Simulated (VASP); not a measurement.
# CdSe (P1) in VASP: single point with PBEsol

Aim: the single point of CdSe with PBEsol.

All numbers are computed with VASP 6.6.1; they aren't measurements. Logs are shortened: lines on timing, memory, paths and dates and some standing lists are left out, and cuts for length are marked.

### Step 1. The cell of the first run

The typed cell holds 8 atoms: a = 4.304 Å, b = 8.601 Å, c = 7.021 Å, α = 90.00°, β = 90.01°, γ = 120.02°.

### Step 2. Single point, PBEsol

INCAR reads:

```
SYSTEM = CdSe
  PREC = Accurate
  ENCUT = 500
  EDIFF = 1E-6
  ISMEAR = -1
  SIGMA = 0.05
  LREAL = .FALSE.
  LASPH = .TRUE.
  NELM = 120
  ALGO = Normal
  ISIF = 2
  LWAVE = .FALSE.
  LCHARG = .TRUE.
  GGA = PS
  LELF = .TRUE.
  LVHAR = .TRUE.
  NBANDS = 46
  GGA_COMPAT = .FALSE.
```

KPOINTS reads:

```
Automatic mesh
0
G
  6 6 4
  0 0 0
```

POSCAR reads:

```
CdSe
1.0
    4.3040488453      0.0002249359     -0.0002406365
   -4.3036264643      7.4474018444      0.0003058767
   -0.0003975086      0.0000987852      7.0214911845
Cd Se
4 4
Direct
    0.3244349936      0.3329517542     -0.0048506643
    0.6572915187      0.1659163402      0.4950587438
    0.3246270152      0.8329928572     -0.0049564648
    0.6568720866      0.6659903917      0.4951330811
    0.3238239609      0.3325312403      0.3708380836
    0.6579394645      0.1664376845      0.8707753321
    0.3233859263      0.8324802938      0.3707447426
    0.6579970472      0.6664152340      0.8708067258
```

Potentials or basis: VASP PAW PBE potentials, release 64 (Cd, Se).

Launch:

```sh
$ cat potpaw_PBE.64/Cd/POTCAR potpaw_PBE.64/Se/POTCAR > POTCAR
$ mpirun -np 1 vasp_std > vasp.out
```

OUTCAR:

```text
SYSTEM = CdSe
   PREC = Accurate
   ENCUT = 500
   EDIFF = 1E-6
   ISMEAR = -1
   LREAL = .FALSE.
   LASPH = .TRUE.
   NELM = 120
   ISIF = 2
   GGA = PS

 ion  position               nearest neighbor table
   1  0.324  0.333  0.995-   8 2.63   6 2.63   6 2.63   5 2.64
   2  0.657  0.166  0.495-   7 2.63   5 2.63   5 2.63   6 2.64
   3  0.325  0.833  0.995-   6 2.63   8 2.63   8 2.63   7 2.64
   4  0.657  0.666  0.495-   5 2.63   7 2.63   7 2.63   8 2.64
   5  0.324  0.333  0.371-   4 2.63   2 2.63   2 2.63   1 2.64
   6  0.658  0.166  0.871-   3 2.63   1 2.63   1 2.63   2 2.64
   7  0.323  0.832  0.371-   2 2.63   4 2.63   4 2.63   3 2.64
   8  0.658  0.666  0.871-   1 2.63   3 2.63   3 2.63   4 2.64

  LATTYP: Found a triclinic cell.
 ALAT       =     4.3040488579
 B/A-ratio  =     1.9135651084
 C/A-ratio  =     1.7303769168
 COS(alpha) =     0.0000374889
 COS(beta)  =     0.0001089745
 COS(gamma) =     0.5226807074

  Lattice vectors:

 A1 = (   4.3040488453,   0.0002249359,  -0.0002406365)
 A2 = (   4.3044463539,   0.0001261507,  -7.0217318210)
 A3 = (   0.0004223810,   7.4476267803,   0.0000652402)

Analysis of symmetry for initial positions (statically):
=====================================================================
 Subroutine PRICEL returns:
 Original cell was already a primitive cell.

 Routine SETGRP: Setting up the symmetry group for a
 triclinic supercell.

 Subroutine GETGRP returns: Found  1 space group operations
 (whereof  1 operations were pure point group operations)
 out of a pool of  2 trial point group operations.

The static configuration has the point symmetry C_1 .

Analysis of symmetry for dynamics (positions and initial velocities):
=====================================================================
 Subroutine PRICEL returns:
 Original cell was already a primitive cell.

 Routine SETGRP: Setting up the symmetry group for a
 triclinic supercell.

 Subroutine GETGRP returns: Found  1 space group operations
 (whereof  1 operations were pure point group operations)
 out of a pool of  2 trial point group operations.

The dynamic configuration has the point symmetry C_1 .

 Subroutine INISYM returns: Found  1 space group operations
 (whereof  1 operations are pure point group operations),
 and found     1 'primitive' translations

----------------------------------------------------------------------------------------

                                     Primitive cell

  volume of cell :     225.0735

  direct lattice vectors                    reciprocal lattice vectors
     4.304048845  0.000224936 -0.000240636     0.232332355  0.134257784  0.000011264
    -4.303626464  7.447401844  0.000305877    -0.000007017  0.134270961 -0.000001889
    -0.000397509  0.000098785  7.021491185     0.000007963 -0.000001248  0.142419890

  length of vectors
     4.304048858  8.601453079  7.021491196     0.268334634  0.134270961  0.142419890

  position of ions in fractional coordinates (direct lattice)
     0.324434994  0.332951754  0.995149336
     0.657291519  0.165916340  0.495058744
     0.324627015  0.832992857  0.995043535
     0.656872087  0.665990392  0.495133081
     0.323823961  0.332531240  0.370838084
     0.657939464  0.166437685  0.870775332
     0.323385926  0.832480294  0.370744743
     0.657997047  0.666415234  0.870806726

  ion indices of the primitive-cell ions
   primitive index   ion index
                 1           1
                 2           2
                 3           3
                 4           4
                 5           5
                 6           6
                 7           7
                 8           8

----------------------------------------------------------------------------------------

 KPOINTS: Automatic mesh

Automatic generation of k-mesh.
 Grid dimensions read from file:
 generate k-points for:    6    6    4

 Generating k-lattice:

  Cartesian coordinates                     Fractional coordinates (reciprocal lattice)
     0.038722059  0.022376297  0.000001877     0.166666667 -0.000000000  0.000000000
    -0.000001170  0.022378493 -0.000000315    -0.000000000  0.166666667  0.000000000
     0.000001991 -0.000000312  0.035604973    -0.000000000  0.000000000  0.250000000

  Length of vectors
     0.044722439  0.022378493  0.035604973

  Shift w.r.t. Gamma in fractional coordinates (k-lattice)
     0.000000000  0.000000000  0.000000000

 Subroutine IBZKPT returns following result:
 ===========================================

 Found     76 irreducible k-points:

 Following reciprocal coordinates:
            Coordinates               Weight
  0.000000  0.000000  0.000000      1.000000
  0.166667  0.000000 -0.000000      2.000000
  0.333333  0.000000  0.000000      2.000000
  0.500000  0.000000  0.000000      1.000000
 -0.000000  0.166667  0.000000      2.000000
  0.166667  0.166667 -0.000000      2.000000
[... 16 lines left out ...]
  0.333333  0.000000  0.250000      2.000000
  0.500000  0.000000  0.250000      2.000000
 [... further k-points ...]
   k-points           NKPTS =     76   k-points in BZ     NKDIM =     76   number of bands    NBANDS=     46
   number of dos      NEDOS =    301   number of ions     NIONS =      8
   total plane-waves  NPLWV = 110592
   dimension x,y,z NGX =    32 NGY =   64 NGZ =   54
   dimension x,y,z NGXF=    64 NGYF=  128 NGZF=  108
   ions per type =               4   4
   NGX,Y,Z   is equivalent  to a cutoff of  12.36, 12.37, 12.79 a.u.
   NGXF,Y,Z  is equivalent  to a cutoff of  24.72, 24.74, 25.57 a.u.
 SYSTEM =  CdSe
   PREC   = accura    normal or accurate (medium, high low for compatibility)
   ISTART =      0    job   : 0-new  1-cont  2-samecut
   ICHARG =      2    charge: 1-file 2-atom 10-const
   ISPIN  =      1    spin polarized calculation?
   LNONCOLLINEAR =      F non collinear calculations
   LSORBIT =      F    spin-orbit coupling
   LASPH  =      T    aspherical Exc in radial PAW
   ENCUT  =  500.0 eV  36.75 Ry    6.06 a.u.   7.85 15.68 12.80*2*pi/ulx,y,z
   NELM   =    120;   NELMIN=  2; NELMDL= -5     # of ELM steps
   EDIFF  = 0.1E-05   stopping-criterion for ELM
   LREAL  =      F    real-space projection
   EDIFFG = 0.1E-04   stopping-criterion for IOM
   NSW    =      0    number of steps for IOM
   IBRION =     -1    ionic relax: 0-MD 1-quasi-New 2-CG
   NFREE  =      0    steps in history (QN), initial steepest desc. (CG)
   ISIF   =      2    stress and relaxation
   ISYM   =      2    0-nonsym 1-usesym 2-fastsym
   POTIM  = 0.5000    time-step for ionic-motion
   TEBEG  =    0.0;   TEEND  =   0.0 temperature during run
   PSTRESS=    0.0 pullay stress
   NELECT =      72.0000    total number of electrons
   NUPDOWN=      -1.0000    fix difference up-down
   EMIN   =  10.00;   EMAX   =-10.00  energy-range for DOS
   EFERMI =   0.00;   METHOD = LEGACY
   ISMEAR =    -1;   SIGMA  =   0.05  broadening in eV -4-tet -1-fermi 0-gaus
   EFERMI_NEDOS =   21; number of points for ismear=-14 and -15
   IALGO  =     38    algorithm
   IMIX   =      4    mixing-type and parameters
     AMIX     =   0.40;   BMIX     =  1.00
     AMIX_MAG =   1.60;   BMIX_MAG =  1.00
  volume/ion in A,a.u.               =      28.13       189.86
  Fermi-wavevector in a.u.,A,eV,Ry     =   1.119638  2.115808 17.056108  1.253589
  Thomas-Fermi vector in A             =   2.256278
   LORBIT       =      0    0 simple, 1 ext, 2 COOP (PROOUT), +10 PAW based schemes
   GGA     = PS    functional components
   LHFCALC =     F    Hartree Fock is set to
   AEXX    =    0.0000 exact exchange contribution
   IVDW    =     0    specifies the selected vdW correction
   LEPSILON=     F    determine dielectric tensor
   LRPA    =     F    only Hartree local field effects (RPA)
 non-spin polarized calculation
  energy-cutoff  :      500.00
  volume of cell :      225.07
 maximum number of plane-waves:      5739
   NGX = 15   NGY = 31   NGZ = 25

 number of electron      72.0000005 magnetization

 Free energy of the ion-electron system (eV)
  ---------------------------------------------------
  ext. energy  EPLUGINS =         0.00000000
  ---------------------------------------------------
  free energy    TOTEN  =       -24.70037690 eV

  energy without entropy =      -24.70029044  energy(sigma->0) =      -24.70033367

 E-fermi :   1.1208     XC(G=0):  -9.0903

 val. band max:        0.8170158751   @ k =   0.0000   0.0000   0.0000
 cond. band min:       1.3557738198   @ k =   0.0000   0.0000   0.0000
 fundamental gap:      0.5387579447
 Fermi energy:         1.1207946211

 k-point     1 :       0.0000    0.0000    0.0000
  band No.  band energies     occupation
      1     -11.8148      2.00000
      2     -11.4362      2.00000
      3     -11.4296      2.00000
      4     -11.3131      2.00000
      5      -7.0909      2.00000
      6      -7.0841      2.00000
[... 38 lines left out ...]
     45       6.8798      0.00000
     46       7.1840      0.00000

 k-point     2 :       0.1667    0.0000   -0.0000
  band No.  band energies     occupation
      1     -11.7306      2.00000
      2     -11.4380      2.00000
      3     -11.3920      2.00000
      4     -11.3134      2.00000
      5      -7.0649      2.00000
      6      -7.0550      2.00000
[... 38 lines left out ...]
     45       6.9677      0.00000
     46       7.0687      0.00000

 k-point     3 :       0.3333    0.0000    0.0000
  band No.  band energies     occupation
      1     -11.5470      2.00000
      2     -11.4381      2.00000
      3     -11.3286      2.00000
      4     -11.3136      2.00000
      5      -7.0206      2.00000
      6      -7.0165      2.00000
[... 38 lines left out ...]
     45       7.0717      0.00000
     46       7.2381      0.00000

 k-point     4 :       0.5000    0.0000    0.0000
  band No.  band energies     occupation
      1     -11.4365      2.00000
      2     -11.4364      2.00000
      3     -11.3139      2.00000
      4     -11.3137      2.00000
      5      -7.0062      2.00000
      6      -7.0061      2.00000
[... 920 lines left out ...]
     45       6.9135      0.00000
     46       7.0256      0.00000

 k-point    23 :       0.3333    0.0000    0.2500
  band No.  band energies     occupation
      1     -11.5123      2.00000
      2     -11.4164      2.00000
      3     -11.3575      2.00000
      4     -11.3282      2.00000
      5      -7.0141      2.00000
      6      -6.9932      2.00000
[... 38 lines left out ...]
     45       6.9175      0.00000
     46       7.5774      0.00000

 k-point    24 :       0.5000    0.0000    0.2500
  band No.  band energies     occupation
      1     -11.4151      2.00000
      2     -11.4150      2.00000
      3     -11.3282      2.00000
      4     -11.3280      2.00000
      5      -7.0048      2.00000
      6      -7.0047      2.00000
[... 38 lines left out ...]
     45       7.6024      0.00000
     46       7.6036      0.00000

 [... further k-points ...]

------------------------ aborting loop because EDIFF is reached ----------------------------------------

  FORCE on cell =-STRESS in cart. coord.  units (eV):
  Direction    XX          YY          ZZ          XY          YZ          ZX
  --------------------------------------------------------------------------------------
  -------------------------------------------------------------------------------------
  Total        0.4743795      0.4723936      0.4622458     -0.0000084     -0.0003211      0.0018460
  in kB        3.3768520      3.3627156      3.2904788     -0.0000598     -0.0022854      0.0131405
  external PRESSURE =       3.3433488 kB  Pullay stress =       0.0000000 kB

 VOLUME and BASIS-vectors are now :
 -----------------------------------------------------------------------------
  energy-cutoff  :      500.00
  volume of cell :      225.07
      direct lattice vectors                 reciprocal lattice vectors
     4.304048845  0.000224936 -0.000240636     0.232332355  0.134257784  0.000011264
    -4.303626464  7.447401844  0.000305877    -0.000007017  0.134270961 -0.000001889
    -0.000397509  0.000098785  7.021491185     0.000007963 -0.000001248  0.142419890

 POSITION                                       TOTAL-FORCE (eV/Angst)
 -----------------------------------------------------------------------------------
     -0.03691      2.47980      6.98746         0.000058      0.000486      0.001152
      2.11478      1.23584      3.47594        -0.000341      0.000159      0.001873
     -2.18808      6.20380      6.98687        -0.000791      0.000113      0.001704
     -0.03916      4.96009      3.47662         0.001085     -0.000540      0.001114
     -0.03748      2.47660      2.60386         0.000081     -0.000293     -0.002058
      2.11517      1.23976      6.11403        -0.000351     -0.000048     -0.001594
     -2.19096      6.19992      2.60336         0.000577      0.000845     -0.000874
     -0.03630      4.96330      6.11441        -0.000317     -0.000721     -0.001317
 -----------------------------------------------------------------------------------
    total drift:                                0.000512      0.000190      0.000023

  FREE ENERGIE OF THE ION-ELECTRON SYSTEM (eV)
  ---------------------------------------------------
  free  energy   TOTEN  =       -24.7003768997 eV

  energy  without entropy=      -24.7002904353  energy(sigma->0) =      -24.70033367
```

Run time: 16 min. Hardware: 1 thread of Oxide Virtual Turin-like, shared host; peak memory 0.67 GiB.

What came out:

| Property | Result |
| --- | --- |
| Free energy | -24.7004 eV |
| Pressure | 0.3 GPa |
| Band gap on the k mesh | 0.54 eV |

Forces on the atoms (eV/Å):
```
Cd   0.000  0.000  0.001
Cd   0.000  0.000  0.002
Cd  -0.001  0.000  0.002
Cd   0.001 -0.001  0.001
Se   0.000  0.000 -0.002
Se   0.000  0.000 -0.002
Se   0.001  0.001 -0.001
Se   0.000 -0.001 -0.001
```

Caveat: semilocal functionals underestimate gaps, and a narrow one can read as zero; the PAW data sets were made with another functional, which shifts forces and pressure a little.
